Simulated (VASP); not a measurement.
# Ca (Fm-3m) in VASP: further runs

Runs on Ca. Level: PBE. Tasks: single point.

All numbers are computed with VASP 6.6.1; they aren't measurements. Logs are shortened: lines on timing, memory, paths and dates and some standing lists are left out, and cuts for length are marked.

## 1. The cell of the first run

The structure is cubic, space group Fm-3m (No. 225). The conventional cell has a = 5.524 Å, b = 5.524 Å, c = 5.524 Å, α = 90.00°, β = 90.00°, γ = 90.00°. Ca (site symmetry m-3m) has 12 Ca at 3.91 Å within 5.1 Å.

## 2. Single point, PBE

Contents of INCAR:

```
SYSTEM = Ca
PREC = Accurate
ENCUT = 520
EDIFF = 1E-6
ISMEAR = -1
SIGMA = 0.05
LREAL = .False.
LASPH = .True.
NELM = 80
ALGO = Normal
ISIF = 2
LWAVE = .False.
LCHARG = .False.
GGA = PE
NBANDS = 11
```

Contents of KPOINTS:

```
regular mesh
0
Gamma
  16 16 16
  0 0 0
```

Contents of POSCAR:

```
Ca
1.0
    0.0000000000      2.7621441815      2.7621441815
    2.7621441815      0.0000000000      2.7621441815
    2.7621441815      2.7621441815      0.0000000000
Ca
1
Direct
    0.0000000000      0.0000000000      0.0000000000
```

Potentials or basis: VASP PAW PBE potentials, release 64 (Ca_sv).

Command:

```sh
$ cat potpaw_PBE.64/Ca_sv/POTCAR > POTCAR
$ mpirun -np 1 vasp_std > vasp.out
```

OUTCAR:

```text
SYSTEM = Ca
   PREC = Accurate
   ENCUT = 520
   EDIFF = 1E-6
   ISMEAR = -1
   LREAL = .False.
   LASPH = .True.
   NELM = 80
   ISIF = 2
   GGA = PE

 ion  position               nearest neighbor table
   1  0.000  0.000  0.000-

  LATTYP: Found a face centered cubic cell.
 ALAT       =     5.5242883630

  Lattice vectors:

 A1 = (   0.0000000000,   2.7621441815,   2.7621441815)
 A2 = (   2.7621441815,   0.0000000000,   2.7621441815)
 A3 = (   2.7621441815,   2.7621441815,   0.0000000000)

Analysis of symmetry for initial positions (statically):
=====================================================================
 Subroutine PRICEL returns:
 Original cell was already a primitive cell.

 Routine SETGRP: Setting up the symmetry group for a
 face centered cubic supercell.

 Subroutine GETGRP returns: Found 48 space group operations
[... 9 lines left out ...]

 Routine SETGRP: Setting up the symmetry group for a
 face centered cubic supercell.

 Subroutine GETGRP returns: Found 48 space group operations
[... 11 lines left out ...]
                                     Primitive cell

  volume of cell :      42.1472

  direct lattice vectors                    reciprocal lattice vectors
     0.000000000  2.762144182  2.762144182    -0.181018791  0.181018791  0.181018791
     2.762144182  0.000000000  2.762144182     0.181018791 -0.181018791  0.181018791
     2.762144182  2.762144182  0.000000000     0.181018791  0.181018791 -0.181018791

  length of vectors
     3.906261763  3.906261763  3.906261763     0.313533743  0.313533743  0.313533743

  position of ions in fractional coordinates (direct lattice)
     0.000000000  0.000000000  0.000000000

  ion indices of the primitive-cell ions
   primitive index   ion index
                 1           1

----------------------------------------------------------------------------------------

 KPOINTS: regular mesh

Automatic generation of k-mesh.
 Grid dimensions read from file:
 generate k-points for:   16   16   16

 Generating k-lattice:

  Cartesian coordinates                     Fractional coordinates (reciprocal lattice)
    -0.011313674  0.011313674  0.011313674     0.062500000  0.000000000  0.000000000
     0.011313674 -0.011313674  0.011313674     0.000000000  0.062500000  0.000000000
     0.011313674  0.011313674 -0.011313674     0.000000000  0.000000000  0.062500000

  Length of vectors
     0.019595859  0.019595859  0.019595859

  Shift w.r.t. Gamma in fractional coordinates (k-lattice)
     0.000000000  0.000000000  0.000000000

[... 49 lines left out ...]
   NELM   =     80;   NELMIN=  2; NELMDL= -5     # of ELM steps
   EDIFF  = 0.1E-05   stopping-criterion for ELM
   LREAL  =      F    real-space projection
   EDIFFG = 0.1E-04   stopping-criterion for IOM
   NSW    =      0    number of steps for IOM
   IBRION =     -1    ionic relax: 0-MD 1-quasi-New 2-CG
   NFREE  =      0    steps in history (QN), initial steepest desc. (CG)
   ISIF   =      2    stress and relaxation
   ISYM   =      2    0-nonsym 1-usesym 2-fastsym
   POTIM  = 0.5000    time-step for ionic-motion
   TEBEG  =    0.0;   TEEND  =   0.0 temperature during run
   PSTRESS=    0.0 pullay stress
   NELECT =      10.0000    total number of electrons
   NUPDOWN=      -1.0000    fix difference up-down
   EMIN   =  10.00;   EMAX   =-10.00  energy-range for DOS
   EFERMI =   0.00;   METHOD = LEGACY
   ISMEAR =    -1;   SIGMA  =   0.05  broadening in eV -4-tet -1-fermi 0-gaus
   EFERMI_NEDOS =   21; number of points for ismear=-14 and -15
   IALGO  =     38    algorithm
   IMIX   =      4    mixing-type and parameters
     AMIX     =   0.40;   BMIX     =  1.00
     AMIX_MAG =   1.60;   BMIX_MAG =  1.00
  volume/ion in A,a.u.               =      42.15       284.42
  Fermi-wavevector in a.u.,A,eV,Ry     =   1.013488  1.915214 13.975324  1.027157
  Thomas-Fermi vector in A             =   2.146659
   LORBIT       =      0    0 simple, 1 ext, 2 COOP (PROOUT), +10 PAW based schemes
   GGA     = PE    functional components
   LHFCALC =     F    Hartree Fock is set to
   AEXX    =    0.0000 exact exchange contribution
   IVDW    =     0    specifies the selected vdW correction
   LEPSILON=     F    determine dielectric tensor
   LRPA    =     F    only Hartree local field effects (RPA)
 non-spin polarized calculation
  energy-cutoff  :      520.00
  volume of cell :       42.15
 maximum number of plane-waves:      1158
 NGX is ok and might be reduce to    30
   NGX = 15   NGY = 15   NGZ = 15

 number of electron      10.0000001 magnetization

 Free energy of the ion-electron system (eV)
  ---------------------------------------------------
  ext. energy  EPLUGINS =         0.00000000
  ---------------------------------------------------
  free energy    TOTEN  =        -1.93491509 eV

  energy without entropy =       -1.92345561  energy(sigma->0) =       -1.92918535

 E-fermi :   1.9669     XC(G=0):  -7.7397

 val. band max:        1.9576325996   @ k =  -0.3750   0.3750   0.0625
 cond. band min:       1.9689571998   @ k =  -0.3125   0.3750   0.1250
 fundamental gap:      0.0113246002
 Fermi energy:         1.9669025015

 k-point     1 :       0.0000    0.0000    0.0000
  band No.  band energies     occupation
      1     -40.0505      2.00000
      2     -20.9673      2.00000
      3     -20.9673      2.00000
      4     -20.9673      2.00000
      5      -2.0631      2.00000
      6       4.3033      0.00000
      7       4.3033      0.00000
      8       4.3033      0.00000
      9       5.3745      0.00000
     10       5.3745      0.00000
     11      11.0886      0.00000
[... 309 lines left out ...]
 k-point    24 :      -0.0625    0.0625    0.0000
  band No.  band energies     occupation
      1     -40.0491      2.00000
      2     -20.9802      2.00000
      3     -20.9712      2.00000
      4     -20.9683      2.00000
      5      -1.8851      2.00000
      6       4.1192      0.00000
      7       4.3595      0.00000
      8       4.3764      0.00000
      9       5.2605      0.00000
     10       5.3743      0.00000
     11      11.2878      0.00000

 [... further k-points ...]
[... 5 lines left out ...]
  --------------------------------------------------------------------------------------
  -------------------------------------------------------------------------------------
  Total        0.0031482      0.0031482      0.0031482      0.0000000     -0.0000000     -0.0000000
  in kB        0.1196749      0.1196749      0.1196749      0.0000000     -0.0000000     -0.0000000
  external PRESSURE =       0.1196749 kB  Pullay stress =       0.0000000 kB

 VOLUME and BASIS-vectors are now :
 -----------------------------------------------------------------------------
  energy-cutoff  :      520.00
  volume of cell :       42.15
      direct lattice vectors                 reciprocal lattice vectors
     0.000000000  2.762144182  2.762144182    -0.181018791  0.181018791  0.181018791
     2.762144182  0.000000000  2.762144182     0.181018791 -0.181018791  0.181018791
     2.762144182  2.762144182  0.000000000     0.181018791  0.181018791 -0.181018791

 POSITION                                       TOTAL-FORCE (eV/Angst)
 -----------------------------------------------------------------------------------
      0.00000      0.00000      0.00000         0.000000      0.000000      0.000000
 -----------------------------------------------------------------------------------
    total drift:                               -0.000000     -0.000000      0.000000

  FREE ENERGIE OF THE ION-ELECTRON SYSTEM (eV)
  ---------------------------------------------------
  free  energy   TOTEN  =        -1.9349150893 eV

  energy  without entropy=       -1.9234556063  energy(sigma->0) =       -1.92918535
```

Wall time 47 s (1 thread of Intel Xeon Platinum 8259CL at 2.50GHz (Skylake/Cascade Lake), shared host); peak memory 0.21 GiB.

Results:

* Free energy: -1.9349 eV
* Pressure: 0.0 GPa
* Band gap on the k mesh: zero (band 5 reaches 2.16 eV, above the bottom of band 6 at 1.80 eV)

## 3. Single point, PBE

Contents of INCAR:

```
ALGO     = Normal         # electronic algorithm
EDIFF    = 1E-7           # SCF threshold, eV
ENCUT    = 520            # plane-wave cutoff, eV
GGA      = PE             # functional
ISIF     = 2              # what is computed and relaxed
ISMEAR   = -1             # smearing method
LASPH    = True           # aspherical terms in the spheres
LCHARG   = True           # write CHGCAR
LELF     = True           # ELF
LREAL    = False          # projectors in reciprocal space
LVHAR    = True         
LWAVE    = False          # write WAVECAR
NBANDS   = 11             # bands
NELM     = 60             # most SCF steps
PREC     = Accurate       # precision mode
SIGMA    = 0.05           # smearing width, eV
```

Contents of KPOINTS:

```
k-points
0
Gamma
  16 16 16
```

POSCAR is that of step 2.

Potentials or basis: VASP PAW PBE potentials, release 64 (Ca_sv).

Command:

```sh
$ cat potpaw_PBE.64/Ca_sv/POTCAR > POTCAR
$ mpirun -np 1 vasp_std > vasp.out
```

OUTCAR:

```text
EDIFF = 1E-7
   ENCUT = 520
   GGA = PE
   ISIF = 2
   ISMEAR = -1
   LASPH = True
   LREAL = False
   NELM = 60
   PREC = Accurate

 ion  position               nearest neighbor table
   1  0.000  0.000  0.000-

  LATTYP: Found a face centered cubic cell.
 ALAT       =     5.5242883630

  Lattice vectors:

 A1 = (   0.0000000000,   2.7621441815,   2.7621441815)
 A2 = (   2.7621441815,   0.0000000000,   2.7621441815)
 A3 = (   2.7621441815,   2.7621441815,   0.0000000000)

Analysis of symmetry for initial positions (statically):
=====================================================================
 Subroutine PRICEL returns:
 Original cell was already a primitive cell.

 Routine SETGRP: Setting up the symmetry group for a
 face centered cubic supercell.

 Subroutine GETGRP returns: Found 48 space group operations
 (whereof 48 operations were pure point group operations)
 out of a pool of 48 trial point group operations.

The static configuration has the point symmetry O_h .

Analysis of symmetry for dynamics (positions and initial velocities):
=====================================================================
 Subroutine PRICEL returns:
 Original cell was already a primitive cell.

 Routine SETGRP: Setting up the symmetry group for a
 face centered cubic supercell.

 Subroutine GETGRP returns: Found 48 space group operations
 (whereof 48 operations were pure point group operations)
 out of a pool of 48 trial point group operations.

The dynamic configuration has the point symmetry O_h .

 Subroutine INISYM returns: Found 48 space group operations
 (whereof 48 operations are pure point group operations),
 and found     1 'primitive' translations

----------------------------------------------------------------------------------------

                                     Primitive cell

  volume of cell :      42.1472

  direct lattice vectors                    reciprocal lattice vectors
     0.000000000  2.762144182  2.762144182    -0.181018791  0.181018791  0.181018791
     2.762144182  0.000000000  2.762144182     0.181018791 -0.181018791  0.181018791
     2.762144182  2.762144182  0.000000000     0.181018791  0.181018791 -0.181018791

  length of vectors
     3.906261763  3.906261763  3.906261763     0.313533743  0.313533743  0.313533743

  position of ions in fractional coordinates (direct lattice)
     0.000000000  0.000000000  0.000000000

  ion indices of the primitive-cell ions
   primitive index   ion index
                 1           1

----------------------------------------------------------------------------------------

 KPOINTS: k-points

Automatic generation of k-mesh.
 Grid dimensions read from file:
 generate k-points for:   16   16   16

 Generating k-lattice:

  Cartesian coordinates                     Fractional coordinates (reciprocal lattice)
    -0.011313674  0.011313674  0.011313674     0.062500000  0.000000000  0.000000000
     0.011313674 -0.011313674  0.011313674     0.000000000  0.062500000  0.000000000
     0.011313674  0.011313674 -0.011313674     0.000000000  0.000000000  0.062500000

  Length of vectors
     0.019595859  0.019595859  0.019595859

  Shift w.r.t. Gamma in fractional coordinates (k-lattice)
     0.000000000  0.000000000  0.000000000

 Subroutine IBZKPT returns following result:
 ===========================================

 Found    145 irreducible k-points:

 Following reciprocal coordinates:
            Coordinates               Weight
  0.000000  0.000000  0.000000      1.000000
  0.062500  0.000000  0.000000      8.000000
  0.125000  0.000000  0.000000      8.000000
  0.187500  0.000000  0.000000      8.000000
  0.250000  0.000000  0.000000      8.000000
  0.312500  0.000000  0.000000      8.000000
[... 16 lines left out ...]
 -0.125000  0.062500  0.000000     24.000000
 -0.062500  0.062500  0.000000     12.000000
 [... further k-points ...]
   k-points           NKPTS =    145   k-points in BZ     NKDIM =    145   number of bands    NBANDS=     11
   number of dos      NEDOS =    301   number of ions     NIONS =      1
   total plane-waves  NPLWV =  27000
   dimension x,y,z NGX =    30 NGY =   30 NGZ =   30
   dimension x,y,z NGXF=    60 NGYF=   60 NGZF=   60
   ions per type =               1
   NGX,Y,Z   is equivalent  to a cutoff of  12.77, 12.77, 12.77 a.u.
   NGXF,Y,Z  is equivalent  to a cutoff of  25.54, 25.54, 25.54 a.u.
 SYSTEM =  unknown system
   PREC   = accura    normal or accurate (medium, high low for compatibility)
   ISTART =      0    job   : 0-new  1-cont  2-samecut
   ICHARG =      2    charge: 1-file 2-atom 10-const
   ISPIN  =      1    spin polarized calculation?
   LNONCOLLINEAR =      F non collinear calculations
   LSORBIT =      F    spin-orbit coupling
   LASPH  =      T    aspherical Exc in radial PAW
   ENCUT  =  520.0 eV  38.22 Ry    6.18 a.u.   7.26  7.26  7.26*2*pi/ulx,y,z
   NELM   =     60;   NELMIN=  2; NELMDL= -5     # of ELM steps
   EDIFF  = 0.1E-06   stopping-criterion for ELM
   LREAL  =      F    real-space projection
   EDIFFG = 0.1E-05   stopping-criterion for IOM
   NSW    =      0    number of steps for IOM
   IBRION =     -1    ionic relax: 0-MD 1-quasi-New 2-CG
   NFREE  =      0    steps in history (QN), initial steepest desc. (CG)
   ISIF   =      2    stress and relaxation
   ISYM   =      2    0-nonsym 1-usesym 2-fastsym
   POTIM  = 0.5000    time-step for ionic-motion
   TEBEG  =    0.0;   TEEND  =   0.0 temperature during run
   PSTRESS=    0.0 pullay stress
   NELECT =      10.0000    total number of electrons
   NUPDOWN=      -1.0000    fix difference up-down
   EMIN   =  10.00;   EMAX   =-10.00  energy-range for DOS
   EFERMI =   0.00;   METHOD = LEGACY
   ISMEAR =    -1;   SIGMA  =   0.05  broadening in eV -4-tet -1-fermi 0-gaus
   EFERMI_NEDOS =   21; number of points for ismear=-14 and -15
   IALGO  =     38    algorithm
   IMIX   =      4    mixing-type and parameters
     AMIX     =   0.40;   BMIX     =  1.00
     AMIX_MAG =   1.60;   BMIX_MAG =  1.00
  volume/ion in A,a.u.               =      42.15       284.42
  Fermi-wavevector in a.u.,A,eV,Ry     =   1.013488  1.915214 13.975324  1.027157
  Thomas-Fermi vector in A             =   2.146659
   LORBIT       =      0    0 simple, 1 ext, 2 COOP (PROOUT), +10 PAW based schemes
   GGA     = PE    functional components
   LHFCALC =     F    Hartree Fock is set to
   AEXX    =    0.0000 exact exchange contribution
   IVDW    =     0    specifies the selected vdW correction
   LEPSILON=     F    determine dielectric tensor
   LRPA    =     F    only Hartree local field effects (RPA)
 non-spin polarized calculation
  energy-cutoff  :      520.00
  volume of cell :       42.15
 maximum number of plane-waves:      1158
 NGX is ok and might be reduce to    30
   NGX = 15   NGY = 15   NGZ = 15

 number of electron      10.0000001 magnetization

 Free energy of the ion-electron system (eV)
  ---------------------------------------------------
  ext. energy  EPLUGINS =         0.00000000
  ---------------------------------------------------
  free energy    TOTEN  =        -1.93491457 eV

  energy without entropy =       -1.92345538  energy(sigma->0) =       -1.92918497

 E-fermi :   1.9669     XC(G=0):  -7.7396

 val. band max:        1.9576619764   @ k =  -0.3750   0.3750   0.0625
 cond. band min:       1.9689797912   @ k =  -0.3125   0.3750   0.1250
 fundamental gap:      0.0113178148
 Fermi energy:         1.9669298160

 k-point     1 :       0.0000    0.0000    0.0000
  band No.  band energies     occupation
      1     -40.0505      2.00000
      2     -20.9674      2.00000
      3     -20.9674      2.00000
      4     -20.9674      2.00000
      5      -2.0629      2.00000
      6       4.3033      0.00000
      7       4.3033      0.00000
      8       4.3033      0.00000
      9       5.3745      0.00000
     10       5.3745      0.00000
     11      11.0886      0.00000
[... 309 lines left out ...]
 k-point    24 :      -0.0625    0.0625    0.0000
  band No.  band energies     occupation
      1     -40.0492      2.00000
      2     -20.9803      2.00000
      3     -20.9713      2.00000
      4     -20.9684      2.00000
      5      -1.8850      2.00000
      6       4.1192      0.00000
      7       4.3595      0.00000
      8       4.3764      0.00000
      9       5.2605      0.00000
     10       5.3743      0.00000
     11      11.2878      0.00000

 [... further k-points ...]

------------------------ aborting loop because EDIFF is reached ----------------------------------------

  FORCE on cell =-STRESS in cart. coord.  units (eV):
  Direction    XX          YY          ZZ          XY          YZ          ZX
  --------------------------------------------------------------------------------------
  -------------------------------------------------------------------------------------
  Total        0.0065620      0.0065620      0.0065620      0.0000000      0.0000000     -0.0000000
  in kB        0.2494460      0.2494460      0.2494460      0.0000000      0.0000000     -0.0000000
  external PRESSURE =       0.2494460 kB  Pullay stress =       0.0000000 kB

 VOLUME and BASIS-vectors are now :
 -----------------------------------------------------------------------------
  energy-cutoff  :      520.00
  volume of cell :       42.15
      direct lattice vectors                 reciprocal lattice vectors
     0.000000000  2.762144182  2.762144182    -0.181018791  0.181018791  0.181018791
     2.762144182  0.000000000  2.762144182     0.181018791 -0.181018791  0.181018791
     2.762144182  2.762144182  0.000000000     0.181018791  0.181018791 -0.181018791

 POSITION                                       TOTAL-FORCE (eV/Angst)
 -----------------------------------------------------------------------------------
      0.00000      0.00000      0.00000        -0.000000      0.000000      0.000000
 -----------------------------------------------------------------------------------
    total drift:                               -0.000000     -0.000000      0.000000

  FREE ENERGIE OF THE ION-ELECTRON SYSTEM (eV)
  ---------------------------------------------------
  free  energy   TOTEN  =        -1.9349145726 eV

  energy  without entropy=       -1.9234553763  energy(sigma->0) =       -1.92918497
```

Wall time 56 s (1 thread of Intel Xeon Platinum 8259CL at 2.50GHz (Skylake/Cascade Lake), shared host); peak memory 0.21 GiB.

What came out:

```yaml
Free_energy: -1.9349 eV
Pressure: 0.0 GPa
Band_gap_on_the_k_mesh: zero (band 5 reaches 2.16 eV, above the bottom of band 6 at 1.80 eV)
```
